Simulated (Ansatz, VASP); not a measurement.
## One calculation of C, two programs

File POSCAR:

```
C
1.0
    2.5346945611      0.0000000000      0.0000000000
   -1.2673472805      2.1951098808      0.0000000000
    0.0000000000      0.0000000000      8.3622368722
C
8
Direct
    0.0000000000      0.0000000000      0.0008143040
    0.3333333333      0.6666666667      0.2492477410
    0.0000000000      0.0000000000      0.5008143040
    0.6666666667      0.3333333333      0.7492477410
    0.0000000000      0.0000000000      0.1866856960
    0.3333333333      0.6666666667      0.4382522590
    0.0000000000      0.0000000000      0.6866856960
    0.6666666667      0.3333333333      0.9382522590
```

The input INCAR.step1:

```
SYSTEM = C
ALGO = Normal
EDIFF = 1E-4
ENCUT = 520
GGA = PE
ISMEAR = 0
LASPH = .True.
LCHARG = .False.
LREAL = .False.
LWAVE = .True.
NBANDS = 26
NELM = 80
PREC = Accurate
SIGMA = 0.01
```

Contents of INCAR.step2:

```
SYSTEM = C
ALGO = Normal
EDIFF = 1E-6
ENCUT = 520
ISIF = 2
ISMEAR = 0
ISTART = 1
LASPH = .True.
LCHARG = .True.
LELF = .True.
LMIXTAU = .True.
LREAL = .False.
LVHAR = .True.
LWAVE = .False.
METAGGA = R2SCAN
NBANDS = 26
NELM = 80
PREC = Accurate
SIGMA = 0.01
```

File KPOINTS:

```
k-points
0
Gamma
  9 9 4
  0 0 0
```

Input for Ansatz:

```yaml
crystal:
  lattice:
    - [2.5346945611, 0.0, 0.0]
    - [-1.2673472805, 2.1951098808, 0.0]
    - [0.0, 0.0, 8.3622368722]
  atoms:
    - { symbol: C, position: [0.0, 0.0, 0.000814304] }
    - { symbol: C, position: [0.3333333333, 0.6666666667, 0.249247741] }
    - { symbol: C, position: [0.0, 0.0, 0.500814304] }
    - { symbol: C, position: [0.6666666667, 0.3333333333, 0.749247741] }
    - { symbol: C, position: [0.0, 0.0, 0.186685696] }
    - { symbol: C, position: [0.3333333333, 0.6666666667, 0.438252259] }
    - { symbol: C, position: [0.0, 0.0, 0.686685696] }
    - { symbol: C, position: [0.6666666667, 0.3333333333, 0.938252259] }
kpoints:
  mp_grid: { grid: [9, 9, 4] }
hamiltonian:
  xc: r2scan
scf:
  occupations: { method: fixed }
  n_extra_bands: 6
output:
  forces: true
  stress: true
  eigenvalues: true
```

Alike in both runs: task single point; functional r2SCAN; k mesh 9 × 9 × 4; no spin polarisation.

|  | VASP | Ansatz |
| --- | --- | --- |
| version | VASP 6.6.1 | Ansatz 0.2.0 |
| potentials or method | VASP PAW PBE potentials, release 64 (C) | plane waves, PAW |
| plane-wave cutoff (eV) | 520 | 500 |
| occupations | gaussian, width 0.01 eV | fixed |
| valence electrons in the cell | 32 | 32 |

|  | VASP | Ansatz | Ansatz less VASP |
| --- | --- | --- | --- |
| gap on the k mesh at the Fermi level (eV) | 4.72 | 4.74 | +0.021 |
| pressure (GPa) | -11.6 | -12.6 | -0.99 |
| traceless stress, the component that is largest in VASP (GPa) | -0.07 | -0.05 | +0.021 |
| rms of the force components (eV/Å) | 0.009 | 0.012 | +0.0029 |

VASP's potentials were made for PBE, not for r2SCAN. Atom by atom the forces differ by 0.003 eV/Å (rms over components).
